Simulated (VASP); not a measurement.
Y:

```
CELL_PARAMETERS angstrom
-1.74741 1.74741 1.74741
1.74741 -1.74741 1.74741
1.74741 1.74741 -1.74741
ATOMIC_POSITIONS crystal
Y 0.00000 0.00000 0.00000
```

This isn't the form of Y at room conditions, which is hcp.

| Item | Value |
| --- | --- |
| Program | VASP 6.6.1 |
| Task | relaxation of cell and atoms |
| Functional | PBEsol |
| Potentials or basis | VASP PAW PBE potentials, release 64 (Y_sv) |
| Cutoff | 500 eV |
| k mesh | 8 × 8 × 8 |
| Occupations | gaussian, width 0.1 eV |
| Spin | no spin polarisation |

At the start: pressure 26.1 GPa; volume 21.34 Å³/atom.

**Question.** Where does the relaxation end?

**Answer.** Over 3 steps the energy falls by 651.3 meV/atom and the volume is 31.21 Å³/atom (+46.2 %); space group Im-3m (No. 229, to 0.1 Å) before and after.

The path:
```
step  energy change (eV)  largest force (eV/Å)  pressure (GPa)  volume (Å³)
   1              0.0000                0.0000           26.15        21.34
   2             -0.6251                0.0000           -2.98        34.01
   3             -0.6513                0.0000            0.17        31.21
```

Final structure:
```
Y
1.0
    -1.98339    1.98339    1.98339
     1.98339   -1.98339    1.98339
     1.98339    1.98339   -1.98339
Y
1
Direct
  0.00000 0.00000 0.00000
```

Caveat: the volume moved by over 15 % at a fixed basis, so the end points are rough; the PAW data sets were made with another functional, which shifts forces and pressure a little.
